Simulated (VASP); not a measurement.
# Nb3Pb (Pm-3n) in VASP: single point with PBE

Aim: the single point of Nb3Pb with PBE.

Program: VASP 6.6.1. These are calculated values, not measurements. Logs are shortened: lines on timing, memory, paths and dates and some standing lists are left out, and cuts for length are marked.

### Step 1. The cell of the first run

The structure is cubic, space group Pm-3n (No. 223). The conventional cell has a = 5.403 Å, b = 5.403 Å, c = 5.403 Å, α = 90.00°, β = 90.00°, γ = 90.00°. Nb (site symmetry -4m2) has 10 Nb at 2.70 to 3.31 Å and 4 Pb at 3.02 Å within 3.6 Å. Pb (site symmetry m-3) has 12 Nb at 3.02 Å within 4.0 Å.

### Step 2. Single point, PBE

INCAR reads:

```
  PREC = Accurate
  ENCUT = 520
  EDIFF = 1E-6
  ISMEAR = -1
  SIGMA = 0.1
  LREAL = F
  LASPH = T
  NELM = 80
  ALGO = Normal
  ISIF = 2
  LWAVE = F
  LCHARG = T
  GGA = PE
  LELF = T
  LVHAR = T
  NBANDS = 63
```

KPOINTS reads:

```
regular mesh
0
Gamma
  6 6 6
```

POSCAR reads:

```
Nb3Pb
1.0
    5.4025080000      0.0000000000      0.0000000000
    0.0000000000      5.4025080000      0.0000000000
    0.0000000000      0.0000000000      5.4025080000
Nb Pb
6 2
Direct
    0.2500000000      0.0000000000      0.5000000000
    0.5000000000      0.7500000000      0.0000000000
    0.7500000000      0.0000000000      0.5000000000
    0.5000000000      0.2500000000      0.0000000000
    0.0000000000      0.5000000000      0.7500000000
    0.0000000000      0.5000000000      0.2500000000
    0.0000000000      0.0000000000      0.0000000000
    0.5000000000      0.5000000000      0.5000000000
```

Potentials or basis: VASP PAW PBE potentials, release 64 (Nb_sv, Pb_d).

Run with:

```sh
cat potpaw_PBE.64/Nb_sv/POTCAR potpaw_PBE.64/Pb_d/POTCAR > POTCAR
mpirun -np 1 vasp_std > vasp.out
```

OUTCAR:

```text
PREC = Accurate
   ENCUT = 520
   EDIFF = 1E-6
   ISMEAR = -1
   LREAL = F
   LASPH = T
   NELM = 80
   ISIF = 2
   GGA = PE

 ion  position               nearest neighbor table
   1  0.250  0.000  0.500-   3 2.70   3 2.70   8 3.02   7 3.02   8 3.02   7 3.02
   2  0.500  0.750  0.000-   4 2.70   4 2.70   8 3.02   8 3.02   7 3.02   7 3.02
   3  0.750  0.000  0.500-   1 2.70   1 2.70   8 3.02   7 3.02   8 3.02   7 3.02
   4  0.500  0.250  0.000-   2 2.70   2 2.70   8 3.02   8 3.02   7 3.02   7 3.02
   5  0.000  0.500  0.750-   6 2.70   6 2.70   8 3.02   7 3.02   7 3.02   8 3.02
   6  0.000  0.500  0.250-   5 2.70   5 2.70   8 3.02   7 3.02   7 3.02   8 3.02
   7  0.000  0.000  0.000-   1 3.02   2 3.02   3 3.02   4 3.02   5 3.02   6 3.02   1 3.02   3 3.02
                             5 3.02   6 3.02   2 3.02   4 3.02
   8  0.500  0.500  0.500-   1 3.02   2 3.02   3 3.02   4 3.02   5 3.02   6 3.02   2 3.02   4 3.02
                             1 3.02   3 3.02   5 3.02   6 3.02

  LATTYP: Found a simple cubic cell.
 ALAT       =     5.4025080000

  Lattice vectors:

 A1 = (   5.4025080000,   0.0000000000,   0.0000000000)
 A2 = (   0.0000000000,   5.4025080000,   0.0000000000)
 A3 = (   0.0000000000,   0.0000000000,   5.4025080000)

Analysis of symmetry for initial positions (statically):
=====================================================================
 Subroutine PRICEL returns:
 Original cell was already a primitive cell.

 Routine SETGRP: Setting up the symmetry group for a
 simple cubic supercell.

 Subroutine GETGRP returns: Found 48 space group operations
 (whereof 24 operations were pure point group operations)
 out of a pool of 48 trial point group operations.

The static configuration has the point symmetry T_h .
 The point group associated with its full space group is O_h .

Analysis of symmetry for dynamics (positions and initial velocities):
=====================================================================
 Subroutine PRICEL returns:
 Original cell was already a primitive cell.

 Routine SETGRP: Setting up the symmetry group for a
 simple cubic supercell.

 Subroutine GETGRP returns: Found 48 space group operations
 (whereof 24 operations were pure point group operations)
 out of a pool of 48 trial point group operations.

The dynamic configuration has the point symmetry T_h .
 The point group associated with its full space group is O_h .

 Subroutine INISYM returns: Found 48 space group operations
 (whereof 24 operations are pure point group operations),
 and found     1 'primitive' translations

----------------------------------------------------------------------------------------

                                     Primitive cell

  volume of cell :     157.6835

  direct lattice vectors                    reciprocal lattice vectors
     5.402508000  0.000000000  0.000000000     0.185099217  0.000000000  0.000000000
     0.000000000  5.402508000  0.000000000     0.000000000  0.185099217  0.000000000
     0.000000000  0.000000000  5.402508000     0.000000000  0.000000000  0.185099217

  length of vectors
     5.402508000  5.402508000  5.402508000     0.185099217  0.185099217  0.185099217

  position of ions in fractional coordinates (direct lattice)
     0.250000000  0.000000000  0.500000000
     0.500000000  0.750000000  0.000000000
     0.750000000  0.000000000  0.500000000
     0.500000000  0.250000000  0.000000000
     0.000000000  0.500000000  0.750000000
     0.000000000  0.500000000  0.250000000
     0.000000000  0.000000000  0.000000000
     0.500000000  0.500000000  0.500000000

  ion indices of the primitive-cell ions
   primitive index   ion index
                 1           1
                 2           2
                 3           3
                 4           4
                 5           5
                 6           6
                 7           7
                 8           8

----------------------------------------------------------------------------------------

 KPOINTS: regular mesh

Automatic generation of k-mesh.
 Grid dimensions read from file:
 generate k-points for:    6    6    6

 Generating k-lattice:

  Cartesian coordinates                     Fractional coordinates (reciprocal lattice)
     0.030849869  0.000000000  0.000000000     0.166666667  0.000000000  0.000000000
     0.000000000  0.030849869  0.000000000     0.000000000  0.166666667  0.000000000
     0.000000000  0.000000000  0.030849869     0.000000000  0.000000000  0.166666667

  Length of vectors
     0.030849869  0.030849869  0.030849869

  Shift w.r.t. Gamma in fractional coordinates (k-lattice)
     0.000000000  0.000000000  0.000000000

 Subroutine IBZKPT returns following result:
 ===========================================

 Found     20 irreducible k-points:

 Following reciprocal coordinates:
            Coordinates               Weight
  0.000000  0.000000  0.000000      1.000000
  0.166667  0.000000  0.000000      6.000000
  0.333333  0.000000  0.000000      6.000000
  0.500000  0.000000  0.000000      3.000000
  0.166667  0.166667  0.000000     12.000000
  0.333333  0.166667  0.000000     24.000000
[... 12 lines left out ...]
  0.500000  0.500000  0.333333      6.000000
  0.500000  0.500000  0.500000      1.000000
   k-points           NKPTS =     20   k-points in BZ     NKDIM =     20   number of bands    NBANDS=     63
   number of dos      NEDOS =    301   number of ions     NIONS =      8
   total plane-waves  NPLWV =  64000
   dimension x,y,z NGX =    40 NGY =   40 NGZ =   40
   dimension x,y,z NGXF=    80 NGYF=   80 NGZF=   80
   ions per type =               6   2
   NGX,Y,Z   is equivalent  to a cutoff of  12.31, 12.31, 12.31 a.u.
   NGXF,Y,Z  is equivalent  to a cutoff of  24.62, 24.62, 24.62 a.u.
 SYSTEM =  unknown system
   PREC   = accura    normal or accurate (medium, high low for compatibility)
   ISTART =      0    job   : 0-new  1-cont  2-samecut
   ICHARG =      2    charge: 1-file 2-atom 10-const
   ISPIN  =      1    spin polarized calculation?
   LNONCOLLINEAR =      F non collinear calculations
   LSORBIT =      F    spin-orbit coupling
   LASPH  =      T    aspherical Exc in radial PAW
   ENCUT  =  520.0 eV  38.22 Ry    6.18 a.u.  10.05 10.05 10.05*2*pi/ulx,y,z
   NELM   =     80;   NELMIN=  2; NELMDL= -5     # of ELM steps
   EDIFF  = 0.1E-05   stopping-criterion for ELM
   LREAL  =      F    real-space projection
   EDIFFG = 0.1E-04   stopping-criterion for IOM
   NSW    =      0    number of steps for IOM
   IBRION =     -1    ionic relax: 0-MD 1-quasi-New 2-CG
   NFREE  =      0    steps in history (QN), initial steepest desc. (CG)
   ISIF   =      2    stress and relaxation
   ISYM   =      2    0-nonsym 1-usesym 2-fastsym
   POTIM  = 0.5000    time-step for ionic-motion
   TEBEG  =    0.0;   TEEND  =   0.0 temperature during run
   PSTRESS=    0.0 pullay stress
   NELECT =     106.0000    total number of electrons
   NUPDOWN=      -1.0000    fix difference up-down
   EMIN   =  10.00;   EMAX   =-10.00  energy-range for DOS
   EFERMI =   0.00;   METHOD = LEGACY
   ISMEAR =    -1;   SIGMA  =   0.10  broadening in eV -4-tet -1-fermi 0-gaus
   EFERMI_NEDOS =   21; number of points for ismear=-14 and -15
   IALGO  =     38    algorithm
   IMIX   =      4    mixing-type and parameters
     AMIX     =   0.40;   BMIX     =  1.00
     AMIX_MAG =   1.60;   BMIX_MAG =  1.00
  volume/ion in A,a.u.               =      19.71       133.01
  Fermi-wavevector in a.u.,A,eV,Ry     =   1.434106  2.710068 27.982573  2.056661
  Thomas-Fermi vector in A             =   2.553551
   LORBIT       =      0    0 simple, 1 ext, 2 COOP (PROOUT), +10 PAW based schemes
   GGA     = PE    functional components
   LHFCALC =     F    Hartree Fock is set to
   AEXX    =    0.0000 exact exchange contribution
   IVDW    =     0    specifies the selected vdW correction
   LEPSILON=     F    determine dielectric tensor
   LRPA    =     F    only Hartree local field effects (RPA)
 non-spin polarized calculation
  energy-cutoff  :      520.00
  volume of cell :      157.68
 maximum number of plane-waves:      4272
   NGX = 21   NGY = 21   NGZ = 21

 number of electron     106.0000004 magnetization

 Free energy of the ion-electron system (eV)
  ---------------------------------------------------
  ext. energy  EPLUGINS =         0.00000000
  ---------------------------------------------------
  free energy    TOTEN  =       -67.65673901 eV

  energy without entropy =      -67.33765418  energy(sigma->0) =      -67.49719659

 E-fermi :  10.7442     XC(G=0): -12.1371

 val. band max:       10.7427733066   @ k =   0.5000   0.5000   0.3333
 cond. band min:      10.7775361008   @ k =   0.5000   0.5000   0.5000
 fundamental gap:      0.0347627942
 Fermi energy:        10.7441630678

 k-point     1 :       0.0000    0.0000    0.0000
  band No.  band energies     occupation
      1     -43.9961      2.00000
      2     -43.9422      2.00000
      3     -43.9422      2.00000
      4     -43.7669      2.00000
      5     -43.7669      2.00000
      6     -43.7669      2.00000
[... 55 lines left out ...]
     62      14.2551      0.00000
     63      14.2718      0.00000

 k-point     2 :       0.1667    0.0000    0.0000
  band No.  band energies     occupation
      1     -43.9900      2.00000
      2     -43.9448      2.00000
      3     -43.9332      2.00000
      4     -43.7799      2.00000
      5     -43.7670      2.00000
      6     -43.7670      2.00000
[... 55 lines left out ...]
     62      14.0447      0.00000
     63      14.0577      0.00000

 k-point     3 :       0.3333    0.0000    0.0000
  band No.  band energies     occupation
      1     -43.9768      2.00000
      2     -43.9523      2.00000
      3     -43.9051      2.00000
      4     -43.8149      2.00000
      5     -43.7670      2.00000
      6     -43.7670      2.00000
[... 1111 lines left out ...]
     62      13.0395      0.00000
     63      13.2655      0.00000

 k-point    20 :       0.5000    0.5000    0.5000
  band No.  band energies     occupation
      1     -43.8647      2.00000
      2     -43.8647      2.00000
      3     -43.8647      2.00000
      4     -43.8647      2.00000
      5     -43.8647      2.00000
      6     -43.8647      2.00000
[... 55 lines left out ...]
     62      12.9803      0.00000
     63      12.9815      0.00000

------------------------ aborting loop because EDIFF is reached ----------------------------------------

  FORCE on cell =-STRESS in cart. coord.  units (eV):
  Direction    XX          YY          ZZ          XY          YZ          ZX
  --------------------------------------------------------------------------------------
  -------------------------------------------------------------------------------------
  Total       -2.7339338     -2.7339338     -2.7339338      0.0000000     -0.0000000      0.0000000
  in kB      -27.7787259    -27.7787259    -27.7787259      0.0000000     -0.0000000      0.0000000
  external PRESSURE =     -27.7787259 kB  Pullay stress =       0.0000000 kB

 VOLUME and BASIS-vectors are now :
 -----------------------------------------------------------------------------
  energy-cutoff  :      520.00
  volume of cell :      157.68
      direct lattice vectors                 reciprocal lattice vectors
     5.402508000  0.000000000  0.000000000     0.185099217  0.000000000  0.000000000
     0.000000000  5.402508000  0.000000000     0.000000000  0.185099217  0.000000000
     0.000000000  0.000000000  5.402508000     0.000000000  0.000000000  0.185099217

 POSITION                                       TOTAL-FORCE (eV/Angst)
 -----------------------------------------------------------------------------------
      1.35063      0.00000      2.70125        -0.000000     -0.000000     -0.000000
      2.70125      4.05188      0.00000        -0.000000      0.000000      0.000000
      4.05188      0.00000      2.70125         0.000000     -0.000000      0.000000
      2.70125      1.35063      0.00000        -0.000000     -0.000000     -0.000000
      0.00000      2.70125      4.05188         0.000000     -0.000000     -0.000000
      0.00000      2.70125      1.35063        -0.000000      0.000000     -0.000000
      0.00000      0.00000      0.00000         0.000000      0.000000     -0.000000
      2.70125      2.70125      2.70125         0.000000      0.000000     -0.000000
 -----------------------------------------------------------------------------------
    total drift:                                0.000000     -0.000000      0.000000

  FREE ENERGIE OF THE ION-ELECTRON SYSTEM (eV)
  ---------------------------------------------------
  free  energy   TOTEN  =       -67.6567390055 eV

  energy  without entropy=      -67.3376541828  energy(sigma->0) =      -67.49719659
```

Run time: 2.8 min. Hardware: 1 thread of Intel Xeon Platinum 8259CL at 2.50GHz (Skylake/Cascade Lake), shared host; peak memory 0.33 GiB.

What came out:

```yaml
Free_energy: -67.6567 eV
Pressure: -2.8 GPa
Band_gap_on_the_k_mesh: zero (bands 53 and 54 overlap by 0.61 eV)
```

Caveat: spin-orbit coupling is left out, which moves the levels of the heavy elements.
